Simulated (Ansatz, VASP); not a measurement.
## Two plane-wave programs on TaN

```xyz
4
Lattice="2.9218 0.0000 0.0000 -1.4609 2.5303 0.0000 0.0000 0.0000 5.9165" Properties=species:S:1:pos:R:3 pbc="T T T"
Ta    0.0000    0.0000    2.9583
Ta    0.0000    0.0000    0.0000
N     0.0000    1.6869    1.4791
N     1.4609    0.8434    4.4374
```

Alike in both runs: functional PBE0; k mesh 6 × 6 × 3; occupations fermi-dirac, width 0.05 eV; no spin polarisation.

```csv
,VASP,Ansatz
version,VASP 6.6.1,Ansatz 0.2.0
potentials or method,"VASP PAW PBE potentials, release 64 (Ta_pv, N)",Ansatz PAW
plane-wave cutoff (eV),520,420
valence electrons in the cell,32,36
task,single point,projected density of states
```

VASP gave:

| Quantity | Value |
| --- | --- |
| gap on the k mesh at the Fermi level (eV) | none |
| pressure (GPa) | -10.3 |
| traceless stress, the component that is largest in VASP (GPa) | -2.13 |

**Question.** Which values does Ansatz return?

**Answer.** gap on the k mesh at the Fermi level (eV): none; pressure (GPa): -9.7; traceless stress, the component that is largest in VASP (GPa): -2.03.

A gap of «none» marks a metal or a gap that the smearing closes. VASP's potentials hold 32 valence electrons a cell and Ansatz's 36, so a difference there can come from the potentials and not from the codes.

The k mesh is coarse, so the values compare programs but aren't converged. Neither program's run includes spin-orbit coupling.
